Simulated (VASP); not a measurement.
# IrRu (P-6m2) in VASP: single point with LDA

Aim: the single point of IrRu with LDA.

All numbers are computed with VASP 6.6.1; they aren't measurements. Logs are shortened: lines on timing, memory, paths and dates and some standing lists are left out, and cuts for length are marked.

### 1 The cell of the first run

The structure is hexagonal, space group P-6m2 (No. 187). Conventional cell: a = 2.725 Å, b = 2.725 Å, c = 4.331 Å, α = 90.00°, β = 90.00°, γ = 120.00°. Within 3.5 Å of Ru (site symmetry -6m2) lie 6 Ir at 2.68 Å and 6 Ru at 2.72 Å. Within 3.5 Å of Ir (site symmetry -6m2) lie 6 Ru at 2.68 Å and 6 Ir at 2.72 Å.

### 2 Single point, LDA

Input file INCAR:

```
SYSTEM = IrRu
  ALGO = Normal
  EDIFF = 1E-6
  ENCUT = 560
  GGA_COMPAT = .FALSE.
  ISIF = 2
  ISMEAR = 0
  LASPH = .TRUE.
  LCHARG = .FALSE.
  LREAL = .FALSE.
  LWAVE = .FALSE.
  NBANDS = 24
  NELM = 120
  PREC = Accurate
  SIGMA = 0.15
```

Input file KPOINTS:

```
k-points
0
G
  24 24 12
  0 0 0
```

Input file POSCAR:

```
IrRu
1.0
    2.7249110840      0.0000000000      0.0000000000
   -1.3624555420      2.3598422218      0.0000000000
    0.0000000000      0.0000000000      4.3306976446
Ru Ir
1 1
Direct
    0.6666666667      0.3333333333      0.0000000000
    0.0000000000      0.0000000000      0.5000000000
```

Potentials or basis: VASP PAW LDA potentials, release 64 (Ru_sv, Ir_sv_GW).

Command:

```
cat potpaw_LDA.64/Ru_sv/POTCAR potpaw_LDA.64/Ir_sv_GW/POTCAR > POTCAR
mpirun -np 1 vasp_std > vasp.out
```

OUTCAR:

```text
SYSTEM = IrRu
   EDIFF = 1E-6
   ENCUT = 560
   ISIF = 2
   ISMEAR = 0
   LASPH = .TRUE.
   LREAL = .FALSE.
   NELM = 120
   PREC = Accurate

 ion  position               nearest neighbor table
   1  0.667  0.333  0.000-   2 2.68   2 2.68   2 2.68   2 2.68   2 2.68   2 2.68
   2  0.000  0.000  0.500-   1 2.68   1 2.68   1 2.68   1 2.68   1 2.68   1 2.68

  LATTYP: Found a hexagonal cell.
 ALAT       =     2.7249110840
 C/A-ratio  =     1.5892987004

  Lattice vectors:

 A1 = (   2.7249110840,   0.0000000000,   0.0000000000)
 A2 = (  -1.3624555420,   2.3598422218,   0.0000000000)
 A3 = (   0.0000000000,   0.0000000000,   4.3306976446)

Analysis of symmetry for initial positions (statically):
=====================================================================
 Subroutine PRICEL returns:
 Original cell was already a primitive cell.

 Routine SETGRP: Setting up the symmetry group for a
 hexagonal supercell.

 Subroutine GETGRP returns: Found 12 space group operations
 (whereof 12 operations were pure point group operations)
 out of a pool of 24 trial point group operations.

The static configuration has the point symmetry D_3h.

Analysis of symmetry for dynamics (positions and initial velocities):
=====================================================================
 Subroutine PRICEL returns:
 Original cell was already a primitive cell.

 Routine SETGRP: Setting up the symmetry group for a
 hexagonal supercell.

 Subroutine GETGRP returns: Found 12 space group operations
 (whereof 12 operations were pure point group operations)
 out of a pool of 24 trial point group operations.

The dynamic configuration has the point symmetry D_3h.

 Subroutine INISYM returns: Found 12 space group operations
 (whereof 12 operations are pure point group operations),
 and found     1 'primitive' translations

----------------------------------------------------------------------------------------

                                     Primitive cell

  volume of cell :      27.8479

  direct lattice vectors                    reciprocal lattice vectors
     2.724911084  0.000000000  0.000000000     0.366984452  0.211878572  0.000000000
    -1.362455542  2.359842222  0.000000000     0.000000000  0.423757144  0.000000000
     0.000000000  0.000000000  4.330697645     0.000000000  0.000000000  0.230909678

  length of vectors
     2.724911084  2.724911084  4.330697645     0.423757144  0.423757144  0.230909678

  position of ions in fractional coordinates (direct lattice)
     0.666666667  0.333333333  0.000000000
     0.000000000  0.000000000  0.500000000

  ion indices of the primitive-cell ions
   primitive index   ion index
                 1           1
                 2           2

----------------------------------------------------------------------------------------

 KPOINTS: k-points

Automatic generation of k-mesh.
 Grid dimensions read from file:
 generate k-points for:   24   24   12

 Generating k-lattice:

  Cartesian coordinates                     Fractional coordinates (reciprocal lattice)
     0.015291019  0.008828274  0.000000000     0.041666667  0.000000000  0.000000000
     0.000000000  0.017656548  0.000000000     0.000000000  0.041666667  0.000000000
     0.000000000  0.000000000  0.019242473     0.000000000  0.000000000  0.083333333

  Length of vectors
     0.017656548  0.017656548  0.019242473

  Shift w.r.t. Gamma in fractional coordinates (k-lattice)
     0.000000000  0.000000000  0.000000000

 Subroutine IBZKPT returns following result:
 ===========================================

 Found    427 irreducible k-points:

 Following reciprocal coordinates:
            Coordinates               Weight
  0.000000  0.000000  0.000000      1.000000
  0.041667 -0.000000  0.000000      6.000000
  0.083333  0.000000  0.000000      6.000000
  0.125000  0.000000  0.000000      6.000000
  0.166667  0.000000  0.000000      6.000000
  0.208333  0.000000  0.000000      6.000000
[... 16 lines left out ...]
  0.416667  0.041667  0.000000     12.000000
  0.458333  0.041667  0.000000     12.000000
 [... further k-points ...]
   k-points           NKPTS =    427   k-points in BZ     NKDIM =    427   number of bands    NBANDS=     24
   number of dos      NEDOS =    301   number of ions     NIONS =      2
   total plane-waves  NPLWV =  20736
   dimension x,y,z NGX =    24 NGY =   24 NGZ =   36
   dimension x,y,z NGXF=    48 NGYF=   48 NGZF=   72
   ions per type =               1   1
   NGX,Y,Z   is equivalent  to a cutoff of  14.64, 14.64, 13.82 a.u.
   NGXF,Y,Z  is equivalent  to a cutoff of  29.28, 29.28, 27.64 a.u.
 SYSTEM =  IrRu
   PREC   = accura    normal or accurate (medium, high low for compatibility)
   ISTART =      0    job   : 0-new  1-cont  2-samecut
   ICHARG =      2    charge: 1-file 2-atom 10-const
   ISPIN  =      1    spin polarized calculation?
   LNONCOLLINEAR =      F non collinear calculations
   LSORBIT =      F    spin-orbit coupling
   LASPH  =      T    aspherical Exc in radial PAW
   ENCUT  =  560.0 eV  41.16 Ry    6.42 a.u.   5.26  5.26  8.36*2*pi/ulx,y,z
   NELM   =    120;   NELMIN=  2; NELMDL= -5     # of ELM steps
   EDIFF  = 0.1E-05   stopping-criterion for ELM
   LREAL  =      F    real-space projection
   EDIFFG = 0.1E-04   stopping-criterion for IOM
   NSW    =      0    number of steps for IOM
   IBRION =     -1    ionic relax: 0-MD 1-quasi-New 2-CG
   NFREE  =      0    steps in history (QN), initial steepest desc. (CG)
   ISIF   =      2    stress and relaxation
   ISYM   =      2    0-nonsym 1-usesym 2-fastsym
   POTIM  = 0.5000    time-step for ionic-motion
   TEBEG  =    0.0;   TEEND  =   0.0 temperature during run
   PSTRESS=    0.0 pullay stress
   NELECT =      33.0000    total number of electrons
   NUPDOWN=      -1.0000    fix difference up-down
   EMIN   =  10.00;   EMAX   =-10.00  energy-range for DOS
   EFERMI =   0.00;   METHOD = LEGACY
   ISMEAR =     0;   SIGMA  =   0.15  broadening in eV -4-tet -1-fermi 0-gaus
   EFERMI_NEDOS =   21; number of points for ismear=-14 and -15
   IALGO  =     38    algorithm
   IMIX   =      4    mixing-type and parameters
     AMIX     =   0.40;   BMIX     =  1.00
     AMIX_MAG =   1.60;   BMIX_MAG =  1.00
  volume/ion in A,a.u.               =      13.92        93.96
  Fermi-wavevector in a.u.,A,eV,Ry     =   1.732401  3.273763 40.833984  3.001213
  Thomas-Fermi vector in A             =   2.806584
   LORBIT       =      0    0 simple, 1 ext, 2 COOP (PROOUT), +10 PAW based schemes
   GGA     = CA    functional components
   LHFCALC =     F    Hartree Fock is set to
   AEXX    =    0.0000 exact exchange contribution
   IVDW    =     0    specifies the selected vdW correction
   LEPSILON=     F    determine dielectric tensor
   LRPA    =     F    only Hartree local field effects (RPA)
 non-spin polarized calculation
 Gauss-broadening in eV      SIGMA  =   0.15
  energy-cutoff  :      560.00
  volume of cell :       27.85
 maximum number of plane-waves:       852
 NGX is ok and might be reduce to    24
   NGX = 11   NGY = 11   NGZ = 17

 number of electron      32.9999999 magnetization

 Free energy of the ion-electron system (eV)
  ---------------------------------------------------
  ext. energy  EPLUGINS =         0.00000000
  ---------------------------------------------------
  free energy    TOTEN  =       -21.65052796 eV

  energy without entropy =      -21.62905176  energy(sigma->0) =      -21.63978986

 E-fermi :  13.8316     XC(G=0): -14.6242

 val. band max:       13.8297485935   @ k =   0.1667   0.1667   0.2500
 cond. band min:      13.8318605071   @ k =   0.1667   0.0417   0.4167
 fundamental gap:      0.0021119136
 Fermi energy:        13.8315960027

 k-point     1 :       0.0000    0.0000    0.0000
  band No.  band energies     occupation
      1     -78.7763      2.00000
      2     -58.9988      2.00000
      3     -35.8943      2.00000
      4     -35.5326      2.00000
      5     -35.5326      2.00000
      6     -29.2535      2.00000
[... 16 lines left out ...]
     23      30.3837      0.00000
     24      31.2583      0.00000

 k-point     2 :       0.0417   -0.0000    0.0000
  band No.  band energies     occupation
      1     -78.7758      2.00000
      2     -58.9971      2.00000
      3     -35.8926      2.00000
      4     -35.5431      2.00000
      5     -35.5352      2.00000
      6     -29.2525      2.00000
[... 16 lines left out ...]
     23      30.4650      0.00000
     24      31.3581      0.00000

 k-point     3 :       0.0833    0.0000    0.0000
  band No.  band energies     occupation
      1     -78.7735      2.00000
      2     -58.9922      2.00000
      3     -35.8873      2.00000
      4     -35.5728      2.00000
      5     -35.5424      2.00000
      6     -29.2495      2.00000
[... 16 lines left out ...]
     23      30.6939      0.00000
     24      31.6262      0.00000

 k-point     4 :       0.1250    0.0000    0.0000
  band No.  band energies     occupation
      1     -78.7704      2.00000
      2     -58.9844      2.00000
      3     -35.8791      2.00000
      4     -35.6206      2.00000
      5     -35.5542      2.00000
      6     -29.2448      2.00000
[... 16 lines left out ...]
     23      31.0046      0.00000
     24      31.8576      0.00000

 k-point     5 :       0.1667    0.0000    0.0000
  band No.  band energies     occupation
      1     -78.7661      2.00000
      2     -58.9742      2.00000
      3     -35.8684      2.00000
      4     -35.6825      2.00000
      5     -35.5691      2.00000
      6     -29.2386      2.00000
[... 451 lines left out ...]
 k-point    22 :       0.3750    0.0417    0.0000
  band No.  band energies     occupation
      1     -78.7384      2.00000
      2     -58.9097      2.00000
      3     -36.0555      2.00000
      4     -35.8008      2.00000
      5     -35.6680      2.00000
      6     -29.4166      2.00000
[... 16 lines left out ...]
     23      26.4415      0.00000
     24      28.0507      0.00000

 k-point    23 :       0.4167    0.0417    0.0000
  band No.  band energies     occupation
      1     -78.7356      2.00000
      2     -58.9032      2.00000
      3     -36.0917      2.00000
      4     -35.7941      2.00000
      5     -35.6776      2.00000
      6     -29.4602      2.00000
[... 16 lines left out ...]
     23      25.8129      0.00000
     24      27.7779      0.00000

 k-point    24 :       0.4583    0.0417    0.0000
  band No.  band energies     occupation
      1     -78.7343      2.00000
      2     -58.8999      2.00000
      3     -36.1107      2.00000
      4     -35.7906      2.00000
      5     -35.6827      2.00000
      6     -29.4828      2.00000
[... 16 lines left out ...]
     23      25.4624      0.00000
     24      27.2758      0.00000

 [... further k-points ...]
[... 5 lines left out ...]
  --------------------------------------------------------------------------------------
  -------------------------------------------------------------------------------------
  Total       -2.0291916     -2.0291916     -2.1095014      0.0000000      0.0000000      0.0000000
  in kB     -116.7455850   -116.7455850   -121.3660548      0.0000000      0.0000000      0.0000000
  external PRESSURE =    -118.2857416 kB  Pullay stress =       0.0000000 kB

 VOLUME and BASIS-vectors are now :
 -----------------------------------------------------------------------------
  energy-cutoff  :      560.00
  volume of cell :       27.85
      direct lattice vectors                 reciprocal lattice vectors
     2.724911084  0.000000000  0.000000000     0.366984452  0.211878572  0.000000000
    -1.362455542  2.359842222  0.000000000     0.000000000  0.423757144  0.000000000
     0.000000000  0.000000000  4.330697645     0.000000000  0.000000000  0.230909678

 POSITION                                       TOTAL-FORCE (eV/Angst)
 -----------------------------------------------------------------------------------
      1.36246      0.78661      0.00000         0.000000     -0.000000      0.000000
      0.00000      0.00000      2.16535        -0.000000      0.000000      0.000000
 -----------------------------------------------------------------------------------
    total drift:                               -0.000000      0.000000      0.000000

  FREE ENERGIE OF THE ION-ELECTRON SYSTEM (eV)
  ---------------------------------------------------
  free  energy   TOTEN  =       -21.6505279570 eV

  energy  without entropy=      -21.6290517583  energy(sigma->0) =      -21.63978986
```

It took 1.9 min on 1 thread of Intel Xeon 6975P-C (Granite Rapids), shared host; peak memory 0.41 GiB.

Results:

```
Free energy            : -21.6505 eV
Pressure               : -11.8 GPa
Band gap on the k mesh : zero (an odd number of electrons rules out a gap without spin polarisation)
```

Levels at points of the mesh, in eV from the Fermi level:
```csv
k point,band 13,band 14,band 15,band 16,band 17,band 18,band 19,band 20
"(0.00, 0.00, 0.00)",-3.14,-2.35,-2.35,-2.09,-2.09,0.23,0.66,0.66
"(0.50, 0.00, 0.00)",-2.82,-2.73,-2.26,0.84,1.41,1.46,3.35,5.02
"(0.00, 0.00, 0.50)",-3.89,-3.30,-3.14,-3.14,-0.17,-0.17,0.11,0.11
"(0.50, 0.00, 0.50)",-2.06,-1.40,-0.57,-0.11,0.98,1.41,2.31,2.88
```

Caveat: the cell stands under tension; spin-orbit coupling is left out, which moves the levels of the heavy elements.
